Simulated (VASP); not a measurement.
# B2P (C2/m) in VASP: single point with PBE

Aim: the single point of B2P with PBE.

Everything below comes from runs of VASP 6.6.1. Logs are shortened: lines on timing, memory, paths and dates and some standing lists are left out, and cuts for length are marked.

## (1) The cell of the first run

It takes space group C2/m (No. 12, monoclinic). The conventional cell has a = 7.548 Å, b = 2.736 Å, c = 6.284 Å, α = 90.00°, β = 119.42°, γ = 90.00°. B (site symmetry m) has 5 P at 2.18 to 2.21 Å and 9 B at 2.40 to 2.83 Å within 2.9 Å. B (site symmetry m) has 3 B at 1.96 to 2.31 Å and 3 P at 2.15 Å within 2.6 Å. P (site symmetry m) has 8 B at 2.15 to 2.21 Å and 3 P at 2.45 to 2.74 Å within 2.8 Å.

## (2) Single point, PBE

INCAR

```
  PREC = Accurate
  ENCUT = 520
  EDIFF = 1E-7
  ISMEAR = 0
  SIGMA = 0.1
  LREAL = F
  LASPH = T
  NELM = 60
  ALGO = Normal
  ISIF = 2
  LWAVE = F
  LCHARG = F
  GGA = PE
  NBANDS = 20
```

KPOINTS

```
regular mesh
0
Gamma
  8 8 4
```

POSCAR

```
B2P
1.0
    3.7739008300     -1.3680793359      0.0000000000
    3.7739008300      1.3680793359      0.0000000000
   -3.0865819613      0.0000000000      5.4733325261
B P
4 2
Direct
    0.4059000000      0.4059000000      0.1084000000
    0.5941000000      0.5941000000      0.8916000000
    0.8600000000      0.8600000000      0.4720000000
    0.1400000000      0.1400000000      0.5280000000
    0.1574000000      0.1574000000      0.1965000000
    0.8426000000      0.8426000000      0.8035000000
```

Potentials or basis: VASP PAW PBE potentials, release 64 (B, P).

Started as:

```sh
$ cat potpaw_PBE.64/B/POTCAR potpaw_PBE.64/P/POTCAR > POTCAR
$ mpirun -np 1 vasp_std > vasp.out
```

OUTCAR:

```text
PREC = Accurate
   ENCUT = 520
   EDIFF = 1E-7
   ISMEAR = 0
   LREAL = F
   LASPH = T
   NELM = 60
   ISIF = 2
   GGA = PE

 ion  position               nearest neighbor table
   1  0.406  0.406  0.108-   5 2.18   5 2.18   5 2.20   6 2.21   6 2.21
   2  0.594  0.594  0.892-   6 2.18   6 2.18   6 2.20   5 2.21   5 2.21
   3  0.860  0.860  0.472-   4 1.96   5 2.15   5 2.15   6 2.15
   4  0.140  0.140  0.528-   3 1.96   6 2.15   6 2.15   5 2.15
   5  0.157  0.157  0.197-   3 2.15   3 2.15   4 2.15   1 2.18   1 2.18   1 2.20   2 2.21   2 2.21
                             6 2.45
   6  0.843  0.843  0.803-   4 2.15   4 2.15   3 2.15   2 2.18   2 2.18   2 2.20   1 2.21   1 2.21
                             5 2.45

  LATTYP: Found a base centered monoclinic cell.
 ALAT       =     7.5478016600
 B/A-ratio  =     0.3625106746
 C/A-ratio  =     0.8325149793
 COS(beta)  =    -0.4912078266

  Lattice vectors:

 A1 = (   3.7739008300,  -1.3680793359,   0.0000000000)
 A2 = (   3.7739008300,   1.3680793359,   0.0000000000)
 A3 = (  -3.0865819613,   0.0000000000,   5.4733325261)

Analysis of symmetry for initial positions (statically):
=====================================================================
 Subroutine PRICEL returns:
 Original cell was already a primitive cell.

 Routine SETGRP: Setting up the symmetry group for a
 base centered monoclinic supercell.

 Subroutine GETGRP returns: Found  4 space group operations
 (whereof  4 operations were pure point group operations)
 out of a pool of  4 trial point group operations.

The static configuration has the point symmetry C_2h.

Analysis of symmetry for dynamics (positions and initial velocities):
=====================================================================
 Subroutine PRICEL returns:
 Original cell was already a primitive cell.

 Routine SETGRP: Setting up the symmetry group for a
 base centered monoclinic supercell.

 Subroutine GETGRP returns: Found  4 space group operations
 (whereof  4 operations were pure point group operations)
 out of a pool of  4 trial point group operations.

The dynamic configuration has the point symmetry C_2h.

 Subroutine INISYM returns: Found  4 space group operations
 (whereof  4 operations are pure point group operations),
 and found     1 'primitive' translations

----------------------------------------------------------------------------------------

                                     Primitive cell

  volume of cell :      56.5176

  direct lattice vectors                    reciprocal lattice vectors
     3.773900830 -1.368079336  0.000000000     0.132488908 -0.365475881  0.074714604
     3.773900830  1.368079336  0.000000000     0.132488908  0.365475881  0.074714604
    -3.086581961  0.000000000  5.473332526     0.000000000  0.000000000  0.182704046

  length of vectors
     4.014220789  4.014220789  6.283657943     0.395863868  0.395863868  0.182704046

  position of ions in fractional coordinates (direct lattice)
     0.405900000  0.405900000  0.108400000
     0.594100000  0.594100000  0.891600000
     0.860000000  0.860000000  0.472000000
     0.140000000  0.140000000  0.528000000
     0.157400000  0.157400000  0.196500000
     0.842600000  0.842600000  0.803500000

  ion indices of the primitive-cell ions
   primitive index   ion index
                 1           1
                 2           2
                 3           3
                 4           4
                 5           5
                 6           6

----------------------------------------------------------------------------------------

 KPOINTS: regular mesh

Automatic generation of k-mesh.
 Grid dimensions read from file:
 generate k-points for:    8    8    4

 Generating k-lattice:

  Cartesian coordinates                     Fractional coordinates (reciprocal lattice)
     0.016561114 -0.045684485  0.009339326     0.125000000  0.000000000  0.000000000
     0.016561114  0.045684485  0.009339326     0.000000000  0.125000000  0.000000000
     0.000000000  0.000000000  0.045676012     0.000000000  0.000000000  0.250000000

  Length of vectors
     0.049482984  0.049482984  0.045676012

  Shift w.r.t. Gamma in fractional coordinates (k-lattice)
     0.000000000  0.000000000  0.000000000

 Subroutine IBZKPT returns following result:
 ===========================================

 Found     78 irreducible k-points:

 Following reciprocal coordinates:
            Coordinates               Weight
  0.000000  0.000000  0.000000      1.000000
  0.125000 -0.000000  0.000000      4.000000
  0.250000 -0.000000  0.000000      4.000000
  0.375000 -0.000000  0.000000      4.000000
  0.500000 -0.000000  0.000000      2.000000
  0.125000  0.125000  0.000000      2.000000
[... 16 lines left out ...]
  0.125000 -0.000000  0.250000      4.000000
  0.250000 -0.000000  0.250000      4.000000
 [... further k-points ...]
   k-points           NKPTS =     78   k-points in BZ     NKDIM =     78   number of bands    NBANDS=     20
   number of dos      NEDOS =    301   number of ions     NIONS =      6
   total plane-waves  NPLWV =  43200
   dimension x,y,z NGX =    30 NGY =   30 NGZ =   48
   dimension x,y,z NGXF=    60 NGYF=   60 NGZF=   96
   ions per type =               4   2
   NGX,Y,Z   is equivalent  to a cutoff of  12.42, 12.42, 12.70 a.u.
   NGXF,Y,Z  is equivalent  to a cutoff of  24.85, 24.85, 25.40 a.u.
 SYSTEM =  unknown system
   PREC   = accura    normal or accurate (medium, high low for compatibility)
   ISTART =      0    job   : 0-new  1-cont  2-samecut
   ICHARG =      2    charge: 1-file 2-atom 10-const
   ISPIN  =      1    spin polarized calculation?
   LNONCOLLINEAR =      F non collinear calculations
   LSORBIT =      F    spin-orbit coupling
   LASPH  =      T    aspherical Exc in radial PAW
   ENCUT  =  520.0 eV  38.22 Ry    6.18 a.u.   7.46  7.46 11.68*2*pi/ulx,y,z
   NELM   =     60;   NELMIN=  2; NELMDL= -5     # of ELM steps
   EDIFF  = 0.1E-06   stopping-criterion for ELM
   LREAL  =      F    real-space projection
   EDIFFG = 0.1E-05   stopping-criterion for IOM
   NSW    =      0    number of steps for IOM
   IBRION =     -1    ionic relax: 0-MD 1-quasi-New 2-CG
   NFREE  =      0    steps in history (QN), initial steepest desc. (CG)
   ISIF   =      2    stress and relaxation
   ISYM   =      2    0-nonsym 1-usesym 2-fastsym
   POTIM  = 0.5000    time-step for ionic-motion
   TEBEG  =    0.0;   TEEND  =   0.0 temperature during run
   PSTRESS=    0.0 pullay stress
   NELECT =      22.0000    total number of electrons
   NUPDOWN=      -1.0000    fix difference up-down
   EMIN   =  10.00;   EMAX   =-10.00  energy-range for DOS
   EFERMI =   0.00;   METHOD = LEGACY
   ISMEAR =     0;   SIGMA  =   0.10  broadening in eV -4-tet -1-fermi 0-gaus
   EFERMI_NEDOS =   21; number of points for ismear=-14 and -15
   IALGO  =     38    algorithm
   IMIX   =      4    mixing-type and parameters
     AMIX     =   0.40;   BMIX     =  1.00
     AMIX_MAG =   1.60;   BMIX_MAG =  1.00
  volume/ion in A,a.u.               =       9.42        63.57
  Fermi-wavevector in a.u.,A,eV,Ry     =   1.195330  2.258846 19.440196  1.428814
  Thomas-Fermi vector in A             =   2.331298
   LORBIT       =      0    0 simple, 1 ext, 2 COOP (PROOUT), +10 PAW based schemes
   GGA     = PE    functional components
   LHFCALC =     F    Hartree Fock is set to
   AEXX    =    0.0000 exact exchange contribution
   IVDW    =     0    specifies the selected vdW correction
   LEPSILON=     F    determine dielectric tensor
   LRPA    =     F    only Hartree local field effects (RPA)
 non-spin polarized calculation
 Gauss-broadening in eV      SIGMA  =   0.10
  energy-cutoff  :      520.00
  volume of cell :       56.52
 maximum number of plane-waves:      1545
 NGX is ok and might be reduce to    30
   NGX = 15   NGY = 15   NGZ = 23

 number of electron      22.0000000 magnetization

 Free energy of the ion-electron system (eV)
  ---------------------------------------------------
  ext. energy  EPLUGINS =         0.00000000
  ---------------------------------------------------
  free energy    TOTEN  =       -28.98101374 eV

  energy without entropy =      -28.97200682  energy(sigma->0) =      -28.97651028

 E-fermi :   8.7667     XC(G=0): -11.8316

 val. band max:        8.7655429362   @ k =   0.3750   0.2500   0.5000
 cond. band min:       8.7672869063   @ k =   0.5000   0.5000   0.5000
 fundamental gap:      0.0017439701
 Fermi energy:         8.7667359266

 k-point     1 :       0.0000    0.0000    0.0000
  band No.  band energies     occupation
      1      -8.4985      2.00000
      2      -4.3699      2.00000
      3      -3.0996      2.00000
      4       1.2150      2.00000
      5       1.9200      2.00000
      6       3.9656      2.00000
[... 12 lines left out ...]
     19      16.3438      0.00000
     20      16.4616      0.00000

 k-point     2 :       0.1250   -0.0000    0.0000
  band No.  band energies     occupation
      1      -8.1840      2.00000
      2      -4.2006      2.00000
      3      -2.6651      2.00000
      4       0.8943      2.00000
      5       2.6086      2.00000
      6       3.7392      2.00000
[... 12 lines left out ...]
     19      16.1389      0.00000
     20      17.1487      0.00000

 k-point     3 :       0.2500   -0.0000    0.0000
  band No.  band energies     occupation
      1      -7.2479      2.00000
      2      -3.6064      2.00000
      3      -1.4813      2.00000
      4       0.8794      2.00000
      5       2.7287      2.00000
      6       2.9038      2.00000
[... 12 lines left out ...]
     19      15.9915      0.00000
     20      16.7964      0.00000

 k-point     4 :       0.3750   -0.0000    0.0000
  band No.  band energies     occupation
      1      -5.7308      2.00000
      2      -2.5640      2.00000
      3      -0.4432      2.00000
      4       0.2460      2.00000
      5       1.4031      2.00000
      6       1.8485      2.00000
[... 429 lines left out ...]
 k-point    23 :       0.1250   -0.0000    0.2500
  band No.  band energies     occupation
      1      -7.9200      2.00000
      2      -5.5595      2.00000
      3      -0.5578      2.00000
      4       1.0417      2.00000
      5       2.5001      2.00000
      6       3.2123      2.00000
[... 12 lines left out ...]
     19      16.5067      0.00000
     20      17.2168      0.00000

 k-point    24 :       0.2500   -0.0000    0.2500
  band No.  band energies     occupation
      1      -6.9315      2.00000
      2      -4.9012      2.00000
      3       0.5860      2.00000
      4       1.0627      2.00000
      5       2.4471      2.00000
      6       2.6427      2.00000
[... 12 lines left out ...]
     19      17.2260      0.00000
     20      17.7263      0.00000

 [... further k-points ...]
[... 5 lines left out ...]
  --------------------------------------------------------------------------------------
  -------------------------------------------------------------------------------------
  Total       -8.7843472      4.8877405      1.1744562      0.0000000      0.0000000      1.9655621
  in kB     -249.0212899    138.5591225     33.2938349      0.0000000      0.0000000     55.7203407
  external PRESSURE =     -25.7227775 kB  Pullay stress =       0.0000000 kB

 VOLUME and BASIS-vectors are now :
 -----------------------------------------------------------------------------
  energy-cutoff  :      520.00
  volume of cell :       56.52
      direct lattice vectors                 reciprocal lattice vectors
     3.773900830 -1.368079336  0.000000000     0.132488908 -0.365475881  0.074714604
     3.773900830  1.368079336  0.000000000     0.132488908  0.365475881  0.074714604
    -3.086581961  0.000000000  5.473332526     0.000000000  0.000000000  0.182704046

 POSITION                                       TOTAL-FORCE (eV/Angst)
 -----------------------------------------------------------------------------------
      2.72907      0.00000      0.59331        -0.082271      0.000000     -0.210331
      1.73215      0.00000      4.88002         0.082271      0.000000      0.210331
      5.03424      0.00000      2.58341         1.044945      0.000000     -0.191157
     -0.57302      0.00000      2.88992        -1.044945      0.000000      0.191157
      0.58151      0.00000      1.07551         1.026582      0.000000      1.927996
      3.87971      0.00000      4.39782        -1.026582      0.000000     -1.927996
 -----------------------------------------------------------------------------------
    total drift:                                0.000000      0.000000     -0.000000

  FREE ENERGIE OF THE ION-ELECTRON SYSTEM (eV)
  ---------------------------------------------------
  free  energy   TOTEN  =       -28.9810137447 eV

  energy  without entropy=      -28.9720068228  energy(sigma->0) =      -28.97651028
```

Wall time 84 s (1 thread of Intel Xeon Platinum 8488C (Sapphire Rapids), shared host); peak memory 0.22 GiB.

Results:

```
Free energy            : -28.9810 eV
Pressure               : -2.6 GPa
Largest force          : 2.184 eV/Å
Band gap on the k mesh : zero (band 11 reaches 11.38 eV, above the bottom of band 12 at 7.12 eV)
```

Forces in eV/Å, atoms in the order of the input:
```
B   -0.082  0.000 -0.210
B    0.082  0.000  0.210
B    1.045  0.000 -0.191
B   -1.045  0.000  0.191
P    1.027  0.000  1.928
P   -1.027  0.000 -1.928
```

Stress tensor (GPa, compression positive):
```
-24.90   0.00   5.57
  0.00  13.86   0.00
  5.57   0.00   3.33
```

Levels at points of the mesh, in eV from the Fermi level:
```csv
k point,band 8,band 9,band 10,band 11,band 12,band 13,band 14,band 15
"(0.00, 0.00, 0.00)",-1.60,-1.32,0.05,0.57,0.59,0.89,2.46,3.51
"(0.50, 0.00, 0.00)",-4.76,-4.75,-3.29,-0.31,0.25,1.01,1.85,2.12
"(0.50, 0.50, 0.00)",-2.39,-1.83,2.15,2.61,2.81,2.81,4.37,5.26
"(0.00, 0.00, 0.50)",-3.42,-0.99,-0.53,1.65,1.68,2.24,3.01,3.75
"(0.50, 0.00, 0.50)",-4.64,-3.48,-2.32,-1.34,-0.75,0.08,0.91,2.04
"(0.50, 0.50, 0.50)",-1.08,0.00,2.09,2.15,2.55,3.79,4.63,4.89
```

Caveat: forces of over 1 eV/Å act on the atoms, so gaps and moduli don't describe the material at rest.
